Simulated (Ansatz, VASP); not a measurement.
Two plane-wave programs on Mo

Contents of INCAR:

```
SYSTEM = Mo
PREC = Accurate
ENCUT = 500
EDIFF = 1E-6
ISMEAR = 0
SIGMA = 0.1
LREAL = .FALSE.
LASPH = .TRUE.
NELM = 120
ALGO = Normal
ISIF = 2
LWAVE = .FALSE.
LCHARG = .FALSE.
GGA = CA
NBANDS = 13
GGA_COMPAT = .FALSE.
```

Contents of KPOINTS:

```
Automatic mesh
0
G
  8 8 8
  0 0 0
```

File POSCAR:

```
Mo
1.0
   -1.5734150000      1.5734150000      1.5734150000
    1.5734150000     -1.5734150000      1.5734150000
    1.5734150000      1.5734150000     -1.5734150000
Mo
1
Direct
    0.0000000000      0.0000000000      0.0000000000
```

Input for Ansatz:

```yaml
crystal:
  lattice:
    - [-1.573415, 1.573415, 1.573415]
    - [1.573415, -1.573415, 1.573415]
    - [1.573415, 1.573415, -1.573415]
  atoms:
    - { symbol: Mo, position: [0.0, 0.0, 0.0] }
basis:
  ecutwfc: 420
kpoints:
  mp_grid: { grid: [8, 8, 8] }
hamiltonian:
  xc: lda
  pseudopotentials: { kind: paw }
scf:
  occupations: { method: gaussian, width: 0.1 }
output:
  forces: true
  stress: true
  eigenvalues: true
```

Alike in both runs: task single point; functional LDA; k mesh 8 × 8 × 8; occupations gaussian, width 0.1 eV; no spin polarisation.

|  | VASP | Ansatz |
| --- | --- | --- |
| version | VASP 6.6.1 | Ansatz 0.2.0 |
| potentials or method | VASP PAW LDA potentials, release 64 (Mo_sv), cutoff 500 eV | scalar-relativistic, plane waves, PAW |
| valence electrons in the cell | 14 | 14 |

Ansatz gave:

```
gap on the k mesh at the Fermi level (eV) : none
pressure (GPa)                            : -8.7
```

**Question.** Which values does VASP return?

**Answer.** gap on the k mesh at the Fermi level (eV): none; pressure (GPa): -7.7.

LDA's correlation is that of Perdew and Zunger in VASP and of Perdew and Wang (1992) in Ansatz. A gap of «none» marks a metal or a gap that the smearing closes.
